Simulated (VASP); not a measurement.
# SnSe (Pnma) in VASP: single point with LDA

Aim: the single point of SnSe with LDA.

Program: VASP 6.6.1. These are calculated values, not measurements. Logs are shortened: lines on timing, memory, paths and dates and some standing lists are left out, and cuts for length are marked.

## (1) The cell of the first run

It takes space group Pnma (No. 62, orthorhombic). The conventional cell has a = 11.812 Å, b = 4.208 Å, c = 4.559 Å, α = 90.00°, β = 90.00°, γ = 90.00°. Sn (site symmetry m) has 6 Se at 2.78 to 3.56 Å and 2 Sn at 3.72 Å within 3.8 Å. Se (site symmetry m) has 6 Sn at 2.78 to 3.56 Å within 3.7 Å.

## (2) Single point, LDA

INCAR reads:

```
PREC = Accurate
ENCUT = 500
EDIFF = 1E-6
ISMEAR = 0
SIGMA = 0.01
LREAL = Auto
LASPH = T
NELM = 120
ALGO = Normal
ISIF = 2
LWAVE = F
LCHARG = T
GGA = CA
LELF = T
LVHAR = T
NBANDS = 182
GGA_COMPAT = F
```

KPOINTS reads:

```
Automatic mesh
0
Gamma
  1 1 1
  0.25 0.25 0.25
```

POSCAR reads:

```
SnSe
1.0
   11.8119576360      0.0000000000      0.0000000000
    0.0000000000      8.4159686960      0.0000000000
    0.0000000000      0.0000000000      9.1172328878
Sn Se
16 16
Direct
    0.6218611138      0.3750000000      0.1924946954
    0.8781388862      0.1250000000      0.4424946954
    0.3781388862      0.1250000000      0.3075053046
    0.1218611138      0.3750000000      0.0575053046
    0.6218611138      0.3750000000      0.6924946954
    0.8781388862      0.1250000000      0.9424946954
    0.3781388862      0.1250000000      0.8075053046
    0.1218611138      0.3750000000      0.5575053046
    0.6218611138      0.8750000000      0.1924946954
    0.8781388862      0.6250000000      0.4424946954
    0.3781388862      0.6250000000      0.3075053046
    0.1218611138      0.8750000000      0.0575053046
    0.6218611138      0.8750000000      0.6924946954
    0.8781388862      0.6250000000      0.9424946954
    0.3781388862      0.6250000000      0.8075053046
    0.1218611138      0.8750000000      0.5575053046
    0.1451485668      0.1250000000      0.2619383652
    0.6451485668      0.1250000000      0.4880616348
    0.3548514332      0.3750000000      0.0119383652
    0.8548514332      0.3750000000      0.2380616348
    0.1451485668      0.1250000000      0.7619383652
    0.6451485668      0.1250000000      0.9880616348
    0.3548514332      0.3750000000      0.5119383652
    0.8548514332      0.3750000000      0.7380616348
    0.1451485668      0.6250000000      0.2619383652
    0.6451485668      0.6250000000      0.4880616348
    0.3548514332      0.8750000000      0.0119383652
    0.8548514332      0.8750000000      0.2380616348
    0.1451485668      0.6250000000      0.7619383652
    0.6451485668      0.6250000000      0.9880616348
    0.3548514332      0.8750000000      0.5119383652
    0.8548514332      0.8750000000      0.7380616348
```

Potentials or basis: VASP PAW LDA potentials, release 64 (Sn_d, Se).

Started as:

```sh
> cat potpaw_LDA.64/Sn_d/POTCAR potpaw_LDA.64/Se/POTCAR > POTCAR
> mpirun -np 1 vasp_std > vasp.out
```

OUTCAR:

```text
PREC = Accurate
   ENCUT = 500
   EDIFF = 1E-6
   ISMEAR = 0
   LREAL = Auto
   LASPH = T
   NELM = 120
   ISIF = 2
   GGA = CA

 ion  position               nearest neighbor table
   1  0.622  0.375  0.192-  20 2.78  22 2.82  30 2.82  11 3.72   3 3.72
   2  0.878  0.125  0.442-  18 2.78  20 2.82  28 2.82  16 3.72   8 3.72
   3  0.378  0.125  0.308-  17 2.78  23 2.82  31 2.82   9 3.72   1 3.72
   4  0.122  0.375  0.058-  19 2.78  17 2.82  25 2.82  14 3.72   6 3.72
   5  0.622  0.375  0.692-  24 2.78  18 2.82  26 2.82  15 3.72   7 3.72
   6  0.878  0.125  0.942-  22 2.78  24 2.82  32 2.82  12 3.72   4 3.72
[... 8 lines left out ...]
  15  0.378  0.625  0.808-  29 2.78  27 2.82  19 2.82  13 3.72   5 3.72
  16  0.122  0.875  0.558-  31 2.78  29 2.82  21 2.82  10 3.72   2 3.72
  17  0.145  0.125  0.262-   3 2.78   4 2.82  12 2.82
  18  0.645  0.125  0.488-   2 2.78   5 2.82  13 2.82
  19  0.355  0.375  0.012-   4 2.78   7 2.82  15 2.82
  20  0.855  0.375  0.238-   1 2.78   2 2.82  10 2.82
  21  0.145  0.125  0.762-   7 2.78   8 2.82  16 2.82
  22  0.645  0.125  0.988-   6 2.78   1 2.82   9 2.82
[... 8 lines left out ...]
  31  0.355  0.875  0.512-  16 2.78  11 2.82   3 2.82
  32  0.855  0.875  0.738-  13 2.78   6 2.82  14 2.82

  LATTYP: Found a simple orthorhombic cell.
 ALAT       =     8.4159686960
 B/A-ratio  =     1.0833254278
 C/A-ratio  =     1.4035172970

  Lattice vectors:

 A1 = (   0.0000000000,   8.4159686960,   0.0000000000)
 A2 = (   0.0000000000,   0.0000000000,   9.1172328878)
 A3 = (  11.8119576360,   0.0000000000,   0.0000000000)

Analysis of symmetry for initial positions (statically):
=====================================================================
 Subroutine PRICEL returns following result:

  LATTYP: Found a simple orthorhombic cell.
 ALAT       =     4.2079843480
 B/A-ratio  =     1.0833254278
 C/A-ratio  =     2.8070345940

  Lattice vectors:

 A1 = (   0.0000000000,   4.2079843480,   0.0000000000)
 A2 = (   0.0000000000,   0.0000000000,   4.5586164439)
 A3 = (  11.8119576360,   0.0000000000,   0.0000000000)

   4 primitive cells build up your supercell.

 Routine SETGRP: Setting up the symmetry group for a
 simple orthorhombic supercell.

 Subroutine GETGRP returns: Found  8 space group operations
 (whereof  2 operations were pure point group operations)
 out of a pool of  8 trial point group operations.

The static configuration has the point symmetry S_2 .
 The point group associated with its full space group is D_2h.

Analysis of symmetry for dynamics (positions and initial velocities):
=====================================================================
 Subroutine PRICEL returns following result:

  LATTYP: Found a simple orthorhombic cell.
 ALAT       =     4.2079843480
 B/A-ratio  =     1.0833254278
 C/A-ratio  =     2.8070345940

  Lattice vectors:

 A1 = (   0.0000000000,   4.2079843480,   0.0000000000)
 A2 = (   0.0000000000,   0.0000000000,   4.5586164439)
 A3 = (  11.8119576360,   0.0000000000,   0.0000000000)

   4 primitive cells build up your supercell.

 Routine SETGRP: Setting up the symmetry group for a
 simple orthorhombic supercell.

 Subroutine GETGRP returns: Found  8 space group operations
 (whereof  2 operations were pure point group operations)
 out of a pool of  8 trial point group operations.

The dynamic configuration has the point symmetry S_2 .
 The point group associated with its full space group is D_2h.

 Subroutine INISYM returns: Found  8 space group operations
 (whereof  2 operations are pure point group operations),
 and found     4 'primitive' translations

----------------------------------------------------------------------------------------

                                     Primitive cell

  volume of cell :     226.5839

  direct lattice vectors                    reciprocal lattice vectors
     0.000000000  4.207984348  0.000000000     0.000000000  0.237643469  0.000000000
     0.000000000  0.000000000  4.558616444     0.000000000  0.000000000  0.219364803
    11.811957636  0.000000000  0.000000000     0.084659972  0.000000000  0.000000000

  length of vectors
     4.207984348  4.558616444 11.811957636     0.237643469  0.219364803  0.084659972

  position of ions in fractional coordinates (direct lattice)
     0.750000000  0.384989391  0.621861114
     0.250000000  0.884989391  0.878138886
     0.250000000  0.615010609  0.378138886
     0.750000000  0.115010609  0.121861114
     0.250000000  0.523876730  0.145148567
     0.250000000  0.976123270  0.645148567
     0.750000000  0.023876730  0.354851433
     0.750000000  0.476123270  0.854851433

  ion indices of the primitive-cell ions
   primitive index   ion index
                 1           1
                 2           2
                 3           3
                 4           4
                 5          17
                 6          22
                 7          19
                 8          20

----------------------------------------------------------------------------------------

 KPOINTS: Automatic mesh

Automatic generation of k-mesh.
 Grid dimensions read from file:
 generate k-points for:    1    1    1

 Generating k-lattice:

  Cartesian coordinates                     Fractional coordinates (reciprocal lattice)
     0.084659972  0.000000000  0.000000000     1.000000000  0.000000000  0.000000000
     0.000000000  0.118821735  0.000000000     0.000000000  1.000000000  0.000000000
     0.000000000  0.000000000  0.109682402     0.000000000  0.000000000  1.000000000

  Length of vectors
     0.084659972  0.118821735  0.109682402

  Shift w.r.t. Gamma in fractional coordinates (k-lattice)
     0.250000000  0.250000000  0.250000000

 Subroutine IBZKPT returns following result:
 ===========================================

 Found      1 irreducible k-points:

 Following reciprocal coordinates:
            Coordinates               Weight
  0.250000  0.250000  0.250000      8.000000
   k-points           NKPTS =      1   k-points in BZ     NKDIM =      1   number of bands    NBANDS=    182
   number of dos      NEDOS =    301   number of ions     NIONS =     32
   total plane-waves  NPLWV = 403200
   dimension x,y,z NGX =    90 NGY =   64 NGZ =   70
   dimension x,y,z NGXF=   180 NGYF=  128 NGZF=  140
   ions per type =              16  16
   NGX,Y,Z   is equivalent  to a cutoff of  12.67, 12.64, 12.76 a.u.
   NGXF,Y,Z  is equivalent  to a cutoff of  25.33, 25.28, 25.53 a.u.
 SYSTEM =  unknown system
   PREC   = accura    normal or accurate (medium, high low for compatibility)
   ISTART =      0    job   : 0-new  1-cont  2-samecut
   ICHARG =      2    charge: 1-file 2-atom 10-const
   ISPIN  =      1    spin polarized calculation?
   LNONCOLLINEAR =      F non collinear calculations
   LSORBIT =      F    spin-orbit coupling
   LASPH  =      T    aspherical Exc in radial PAW
   ENCUT  =  500.0 eV  36.75 Ry    6.06 a.u.  21.54 15.34 16.62*2*pi/ulx,y,z
   NELM   =    120;   NELMIN=  2; NELMDL= -5     # of ELM steps
   EDIFF  = 0.1E-05   stopping-criterion for ELM
   LREAL  =      T    real-space projection
   EDIFFG = 0.1E-04   stopping-criterion for IOM
   NSW    =      0    number of steps for IOM
   IBRION =     -1    ionic relax: 0-MD 1-quasi-New 2-CG
   NFREE  =      0    steps in history (QN), initial steepest desc. (CG)
   ISIF   =      2    stress and relaxation
   ISYM   =      2    0-nonsym 1-usesym 2-fastsym
   POTIM  = 0.5000    time-step for ionic-motion
   TEBEG  =    0.0;   TEEND  =   0.0 temperature during run
   PSTRESS=    0.0 pullay stress
   NELECT =     320.0000    total number of electrons
   NUPDOWN=      -1.0000    fix difference up-down
   EMIN   =  10.00;   EMAX   =-10.00  energy-range for DOS
   EFERMI =   0.00;   METHOD = LEGACY
   ISMEAR =     0;   SIGMA  =   0.01  broadening in eV -4-tet -1-fermi 0-gaus
   EFERMI_NEDOS =   21; number of points for ismear=-14 and -15
   IALGO  =     38    algorithm
   IMIX   =      4    mixing-type and parameters
     AMIX     =   0.40;   BMIX     =  1.00
     AMIX_MAG =   1.60;   BMIX_MAG =  1.00
  volume/ion in A,a.u.               =      28.32       191.13
  Fermi-wavevector in a.u.,A,eV,Ry     =   1.157076  2.186556 18.215812  1.338824
  Thomas-Fermi vector in A             =   2.293690
   LORBIT       =      0    0 simple, 1 ext, 2 COOP (PROOUT), +10 PAW based schemes
   GGA     = CA    functional components
   LHFCALC =     F    Hartree Fock is set to
   AEXX    =    0.0000 exact exchange contribution
   IVDW    =     0    specifies the selected vdW correction
   LEPSILON=     F    determine dielectric tensor
   LRPA    =     F    only Hartree local field effects (RPA)
 non-spin polarized calculation
 Gauss-broadening in eV      SIGMA  =   0.01
  energy-cutoff  :      500.00
  volume of cell :      906.34
 maximum number of plane-waves:     23013
 NGX is ok and might be reduce to    90
   NGX = 43   NGY = 31   NGZ = 33

 number of electron     319.9999834 magnetization

 Free energy of the ion-electron system (eV)
  ---------------------------------------------------
  ext. energy  EPLUGINS =         0.00000000
  ---------------------------------------------------
  free energy    TOTEN  =      -150.91520077 eV

  energy without entropy =     -150.91520077  energy(sigma->0) =     -150.91520077

 E-fermi :   4.2709     XC(G=0):  -9.7065

 val. band max:        4.2111074549   @ k =   0.2500   0.2500   0.2500
 cond. band min:       5.8179744924   @ k =   0.2500   0.2500   0.2500
 fundamental gap:      1.6068670376
 Fermi energy:         4.2708520281

 k-point     1 :       0.2500    0.2500    0.2500
  band No.  band energies     occupation
      1     -16.5475      2.00000
      2     -16.5466      2.00000
      3     -16.5441      2.00000
      4     -16.5436      2.00000
      5     -16.5420      2.00000
      6     -16.5411      2.00000
[... 164 lines left out ...]
    171       6.6011      0.00000
    172       6.9690      0.00000
 [bands above 172 left out]

------------------------ aborting loop because EDIFF is reached ----------------------------------------

  FORCE on cell =-STRESS in cart. coord.  units (eV):
  Direction    XX          YY          ZZ          XY          YZ          ZX
  --------------------------------------------------------------------------------------
  -------------------------------------------------------------------------------------
  Total      -23.8362816    -22.8894003    -20.6311976      0.0000000     -0.0000000      0.0000000
  in kB      -42.1366543    -40.4628022    -36.4708580      0.0000000     -0.0000000      0.0000000
  external PRESSURE =     -39.6901049 kB  Pullay stress =       0.0000000 kB

 VOLUME and BASIS-vectors are now :
 -----------------------------------------------------------------------------
  energy-cutoff  :      500.00
  volume of cell :      906.34
      direct lattice vectors                 reciprocal lattice vectors
    11.811957636  0.000000000  0.000000000     0.084659972  0.000000000  0.000000000
     0.000000000  8.415968696  0.000000000     0.000000000  0.118821735  0.000000000
     0.000000000  0.000000000  9.117232888     0.000000000  0.000000000  0.109682402

 POSITION                                       TOTAL-FORCE (eV/Angst)
 -----------------------------------------------------------------------------------
      7.34540      3.15599      1.75502         0.106946      0.000000     -0.075556
     10.37254      1.05200      4.03433        -0.106946      0.000000     -0.075556
      4.46656      1.05200      2.80360        -0.106946      0.000000      0.075556
      1.43942      3.15599      0.52429         0.106946      0.000000      0.075556
      7.34540      3.15599      6.31364         0.106946     -0.000000     -0.075556
     10.37254      1.05200      8.59294        -0.106946     -0.000000     -0.075556
[... 24 lines left out ...]
      4.19149      7.36397      4.66746        -0.103845     -0.000000     -0.053548
     10.09747      7.36397      6.72908        -0.103845     -0.000000      0.053548
 -----------------------------------------------------------------------------------
    total drift:                                0.000000     -0.000000     -0.000000

  FREE ENERGIE OF THE ION-ELECTRON SYSTEM (eV)
  ---------------------------------------------------
  free  energy   TOTEN  =      -150.9152007691 eV

  energy  without entropy=     -150.9152007691  energy(sigma->0) =     -150.91520077
```

Wall time 8.9 min (1 thread of Oxide Virtual Turin-like, shared host); peak memory 0.59 GiB.

What came out:

- Free energy: -150.9152 eV
- Pressure: -4.0 GPa
- Largest force: 0.131 eV/Å
- Band gap on the k mesh: 1.61 eV

Forces in eV/Å, atoms in the order of the input:
```
Sn   0.107  0.000 -0.076
Sn  -0.107  0.000 -0.076
Sn  -0.107  0.000  0.076
Sn   0.107  0.000  0.076
Sn   0.107  0.000 -0.076
Sn  -0.107  0.000 -0.076
Sn  -0.107  0.000  0.076
Sn   0.107  0.000  0.076
Sn   0.107  0.000 -0.076
Sn  -0.107  0.000 -0.076
Sn  -0.107  0.000  0.076
Sn   0.107  0.000  0.076
Sn   0.107  0.000 -0.076
Sn  -0.107  0.000 -0.076
Sn  -0.107  0.000  0.076
Sn   0.107  0.000  0.076
Se   0.104  0.000 -0.054
Se   0.104  0.000  0.054
Se  -0.104  0.000 -0.054
Se  -0.104  0.000  0.054
Se   0.104  0.000 -0.054
Se   0.104  0.000  0.054
Se  -0.104  0.000 -0.054
Se  -0.104  0.000  0.054
Se   0.104  0.000 -0.054
Se   0.104  0.000  0.054
Se  -0.104  0.000 -0.054
Se  -0.104  0.000  0.054
Se   0.104  0.000 -0.054
Se   0.104  0.000  0.054
Se  -0.104  0.000 -0.054
Se  -0.104  0.000  0.054
```

Caveat: the k points lie up to 0.75 Å⁻¹ apart; spin-orbit coupling is left out, which moves the levels of the heavy elements; a shifted mesh leaves out Γ, where band edges can lie.
